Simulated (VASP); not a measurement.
# Te2Mo in VASP: further runs, part 2 of 2

VASP 6.6.1. Earlier steps stand in the parts before.

## (3) Single point, r2SCAN (strain +0.080 along x and y, +0.080 along z)

File POSCAR:

```
Te2Mo
1.0
    3.8450514391      0.0000000000      0.0000000000
   -1.9225257196      3.3299122251      0.0000000000
    0.0000000000      0.0000000000     18.9259824456
Te Mo
2 1
Direct
    0.3333333333      0.6666666667      0.8978554500
    0.3333333333      0.6666666667      0.1021445500
    0.0000000000      0.0000000000      0.0000000000
```

File INCAR.step1:

```
SYSTEM = Te2Mo
ALGO = Normal
EDIFF = 1E-4
ENCUT = 520
GGA = PE
ISMEAR = 0
LASPH = .TRUE.
LCHARG = .FALSE.
LREAL = .FALSE.
LWAVE = .TRUE.
NBANDS = 20
NELM = 60
PREC = Accurate
SIGMA = 0.05
```

File INCAR.step2:

```
SYSTEM = Te2Mo
ALGO = Normal
EDIFF = 1E-7
ENCUT = 520
ISIF = 2
ISMEAR = 0
ISTART = 1
LASPH = .TRUE.
LCHARG = .FALSE.
LMIXTAU = .TRUE.
LREAL = .FALSE.
LWAVE = .FALSE.
METAGGA = R2SCAN
NBANDS = 20
NELM = 60
PREC = Accurate
SIGMA = 0.05
```

File KPOINTS:

```
k-points
0
G
  12 12 2
  0 0 0
```

Potentials or basis: VASP PAW PBE potentials, release 64 (Te, Mo_sv).

On the command line:

```
> cat potpaw_PBE.64/Te/POTCAR potpaw_PBE.64/Mo_sv/POTCAR > POTCAR
> cp INCAR.step1 INCAR
> mpirun -np 1 vasp_std > vasp.out
> cp INCAR.step2 INCAR
> mpirun -np 1 vasp_std > vasp.out
```

OUTCAR:

```text
SYSTEM = Te2Mo
   EDIFF = 1E-7
   ENCUT = 520
   ISIF = 2
   ISMEAR = 0
   ISTART = 1
   LASPH = .TRUE.
   LREAL = .FALSE.
   METAGGA = R2SCAN
   NELM = 60
   PREC = Accurate

 ion  position               nearest neighbor table
   1  0.333  0.667  0.898-   3 2.94   3 2.94   3 2.94
   2  0.333  0.667  0.102-   3 2.94   3 2.94   3 2.94
   3  0.000  0.000  0.000-   1 2.94   2 2.94   1 2.94   2 2.94   1 2.94   2 2.94

  LATTYP: Found a hexagonal cell.
 ALAT       =     3.8450514391
 C/A-ratio  =     4.9221662559

  Lattice vectors:

 A1 = (   3.8450514391,   0.0000000000,   0.0000000000)
 A2 = (  -1.9225257196,   3.3299122251,   0.0000000000)
 A3 = (   0.0000000000,   0.0000000000,  18.9259824456)

Analysis of symmetry for initial positions (statically):
=====================================================================
 Subroutine PRICEL returns:
 Original cell was already a primitive cell.

 Routine SETGRP: Setting up the symmetry group for a
 hexagonal supercell.

 Subroutine GETGRP returns: Found 12 space group operations
 (whereof 12 operations were pure point group operations)
 out of a pool of 24 trial point group operations.

The static configuration has the point symmetry D_3h.

Analysis of symmetry for dynamics (positions and initial velocities):
=====================================================================
 Subroutine PRICEL returns:
 Original cell was already a primitive cell.

 Routine SETGRP: Setting up the symmetry group for a
 hexagonal supercell.

 Subroutine GETGRP returns: Found 12 space group operations
 (whereof 12 operations were pure point group operations)
 out of a pool of 24 trial point group operations.

The dynamic configuration has the point symmetry D_3h.

 Subroutine INISYM returns: Found 12 space group operations
 (whereof 12 operations are pure point group operations),
 and found     1 'primitive' translations

----------------------------------------------------------------------------------------

                                     Primitive cell

  volume of cell :     242.3223

  direct lattice vectors                    reciprocal lattice vectors
     3.845051439  0.000000000  0.000000000     0.260074544  0.150154108  0.000000000
    -1.922525720  3.329912225  0.000000000     0.000000000  0.300308216  0.000000000
     0.000000000  0.000000000 18.925982446     0.000000000  0.000000000  0.052837416

  length of vectors
     3.845051439  3.845051439 18.925982446     0.300308216  0.300308216  0.052837416

  position of ions in fractional coordinates (direct lattice)
     0.333333333  0.666666667  0.897855450
     0.333333333  0.666666667  0.102144550
     0.000000000  0.000000000  0.000000000

  ion indices of the primitive-cell ions
   primitive index   ion index
                 1           1
                 2           2
                 3           3

----------------------------------------------------------------------------------------

 KPOINTS: k-points

Automatic generation of k-mesh.
 Grid dimensions read from file:
 generate k-points for:   12   12    2

 Generating k-lattice:

  Cartesian coordinates                     Fractional coordinates (reciprocal lattice)
     0.021672879  0.012512842  0.000000000     0.083333333  0.000000000  0.000000000
     0.000000000  0.025025685  0.000000000     0.000000000  0.083333333  0.000000000
     0.000000000  0.000000000  0.026418708     0.000000000  0.000000000  0.500000000

  Length of vectors
     0.025025685  0.025025685  0.026418708

  Shift w.r.t. Gamma in fractional coordinates (k-lattice)
     0.000000000  0.000000000  0.000000000

 Subroutine IBZKPT returns following result:
 ===========================================

 Found     38 irreducible k-points:

 Following reciprocal coordinates:
            Coordinates               Weight
  0.000000  0.000000  0.000000      1.000000
  0.083333  0.000000  0.000000      6.000000
  0.166667  0.000000  0.000000      6.000000
  0.250000  0.000000  0.000000      6.000000
  0.333333  0.000000  0.000000      6.000000
  0.416667  0.000000  0.000000      6.000000
[... 16 lines left out ...]
  0.250000  0.000000  0.500000      6.000000
  0.333333  0.000000  0.500000      6.000000
 [... further k-points ...]
   k-points           NKPTS =     38   k-points in BZ     NKDIM =     38   number of bands    NBANDS=     20
   number of dos      NEDOS =    301   number of ions     NIONS =      3
   total plane-waves  NPLWV = 129600
   dimension x,y,z NGX =    30 NGY =   30 NGZ =  144
   dimension x,y,z NGXF=    60 NGYF=   60 NGZF=  288
   ions per type =               2   1
   NGX,Y,Z   is equivalent  to a cutoff of  12.97, 12.97, 12.65 a.u.
   NGXF,Y,Z  is equivalent  to a cutoff of  25.94, 25.94, 25.30 a.u.
 SYSTEM =  Te2Mo
   PREC   = accura    normal or accurate (medium, high low for compatibility)
   ISTART =      1    job   : 0-new  1-cont  2-samecut
   ICHARG =      0    charge: 1-file 2-atom 10-const
   ISPIN  =      1    spin polarized calculation?
   LNONCOLLINEAR =      F non collinear calculations
   LSORBIT =      F    spin-orbit coupling
   LASPH  =      T    aspherical Exc in radial PAW
   ENCUT  =  520.0 eV  38.22 Ry    6.18 a.u.   7.15  7.15 35.19*2*pi/ulx,y,z
   NELM   =     60;   NELMIN=  2; NELMDL=  0     # of ELM steps
   EDIFF  = 0.1E-06   stopping-criterion for ELM
   LREAL  =      F    real-space projection
   EDIFFG = 0.1E-05   stopping-criterion for IOM
   NSW    =      0    number of steps for IOM
   IBRION =     -1    ionic relax: 0-MD 1-quasi-New 2-CG
   NFREE  =      0    steps in history (QN), initial steepest desc. (CG)
   ISIF   =      2    stress and relaxation
   ISYM   =      2    0-nonsym 1-usesym 2-fastsym
   POTIM  = 0.5000    time-step for ionic-motion
   TEBEG  =    0.0;   TEEND  =   0.0 temperature during run
   PSTRESS=    0.0 pullay stress
   NELECT =      26.0000    total number of electrons
   NUPDOWN=      -1.0000    fix difference up-down
   EMIN   =  10.00;   EMAX   =-10.00  energy-range for DOS
   EFERMI =   0.00;   METHOD = LEGACY
   ISMEAR =     0;   SIGMA  =   0.05  broadening in eV -4-tet -1-fermi 0-gaus
   EFERMI_NEDOS =   21; number of points for ismear=-14 and -15
   IALGO  =     38    algorithm
   IMIX   =      4    mixing-type and parameters
     AMIX     =   0.40;   BMIX     =  1.00
     AMIX_MAG =   1.60;   BMIX_MAG =  1.00
  volume/ion in A,a.u.               =      80.77       545.09
  Fermi-wavevector in a.u.,A,eV,Ry     =   0.777920  1.470055  8.233691  0.605159
  Thomas-Fermi vector in A             =   1.880708
   LORBIT       =      0    0 simple, 1 ext, 2 COOP (PROOUT), +10 PAW based schemes
   METAGGA = R2SCAN    functional components
   LHFCALC =     F    Hartree Fock is set to
   AEXX    =    0.0000 exact exchange contribution
   IVDW    =     0    specifies the selected vdW correction
   LEPSILON=     F    determine dielectric tensor
   LRPA    =     F    only Hartree local field effects (RPA)
 non-spin polarized calculation
 Gauss-broadening in eV      SIGMA  =   0.05
  energy-cutoff  :      520.00
  volume of cell :      242.32
 maximum number of plane-waves:      6591
 NGX is ok and might be reduce to    30
   NGX = 15   NGY = 15   NGZ = 71

 number of electron      26.0000001 magnetization

 Free energy of the ion-electron system (eV)
  ---------------------------------------------------
  ext. energy  EPLUGINS =         0.00000000
  ---------------------------------------------------
  free energy    TOTEN  =       -76.76839569 eV

  energy without entropy =      -76.76839569  energy(sigma->0) =      -76.76839569

 E-fermi :  -0.8181     XC(G=0):  -4.2054

 val. band max:       -1.0372954903   @ k =   0.3333   0.3333   0.5000
 cond. band min:      -0.2514095684   @ k =   0.3333   0.3333   0.0000
 fundamental gap:      0.7858859219
 Fermi energy:        -0.8181341042

 k-point     1 :       0.0000    0.0000    0.0000
  band No.  band energies     occupation
      1     -64.0712      2.00000
      2     -37.3665      2.00000
      3     -37.3665      2.00000
      4     -37.3522      2.00000
      5     -13.0217      2.00000
      6     -12.3798      2.00000
[... 12 lines left out ...]
     19       4.1945      0.00000
[... 513 lines left out ...]
      4     -37.3459      2.00000
      5     -12.1334      2.00000
      6     -11.7394      2.00000
[... 12 lines left out ...]
     19       4.8145      0.00000
     20       5.3136      0.00000

 [... further k-points ...]

------------------------ aborting loop because EDIFF is reached ----------------------------------------

  FORCE on cell =-STRESS in cart. coord.  units (eV):
  Direction    XX          YY          ZZ          XY          YZ          ZX
  --------------------------------------------------------------------------------------
  -------------------------------------------------------------------------------------
  Total       -7.3455591     -7.3455591     -8.9852476      0.0000000      0.0000000     -0.0000000
  in kB      -48.5670885    -48.5670885    -59.4083180      0.0000000      0.0000000     -0.0000000
  external PRESSURE =     -52.1808316 kB  Pullay stress =       0.0000000 kB

 VOLUME and BASIS-vectors are now :
 -----------------------------------------------------------------------------
  energy-cutoff  :      520.00
  volume of cell :      242.32
      direct lattice vectors                 reciprocal lattice vectors
     3.845051439  0.000000000  0.000000000     0.260074544  0.150154108  0.000000000
    -1.922525720  3.329912225  0.000000000     0.000000000  0.300308216  0.000000000
     0.000000000  0.000000000 18.925982446     0.000000000  0.000000000  0.052837416

 POSITION                                       TOTAL-FORCE (eV/Angst)
 -----------------------------------------------------------------------------------
     -0.00000      2.21994     16.99280         0.000000      0.000000      2.322480
     -0.00000      2.21994      1.93319         0.000000      0.000000     -2.322480
      0.00000      0.00000      0.00000        -0.000000      0.000000      0.000000
 -----------------------------------------------------------------------------------
    total drift:                               -0.000001      0.000000     -0.000000

  FREE ENERGIE OF THE ION-ELECTRON SYSTEM (eV)
  ---------------------------------------------------
  free  energy   TOTEN  =       -76.7683956917 eV

  energy  without entropy=      -76.7683956917  energy(sigma->0) =      -76.76839569
```

Wall time 9.7 min (1 thread of Intel Xeon 6975P-C (Granite Rapids), shared host); peak memory 0.49 GiB.

What came out:

* Free energy: -76.7684 eV
* Largest force: 2.322 eV/Å
* Band gap on the k mesh: 0.79 eV

Forces on the atoms (eV/Å):
```
Te   0.000  0.000  2.322
Te   0.000  0.000 -2.322
Mo   0.000  0.000  0.000
```

Levels at points of the mesh, in eV from the valence-band top:
```tsv
k point	band 11	band 12	band 13	band 14	band 15	band 16
(0.00, 0.00, 0.00)	-0.89	-0.89	-0.25	2.20	2.20	2.30
(0.50, 0.00, 0.00)	-1.57	-0.64	-0.49	1.00	1.28	2.62
(0.00, 0.00, 0.50)	-0.89	-0.89	-0.25	2.20	2.20	2.30
(0.50, 0.00, 0.50)	-1.57	-0.64	-0.49	1.00	1.28	2.62
```

Caveat: the cell differs from its parent crystal (strain +0.080 along x and y, +0.080 along z); there is no dipole correction, which matters where the two faces differ; the PAW data sets were made with another functional, which shifts forces and pressure a little; spin-orbit coupling is left out, which moves the levels of the heavy elements.
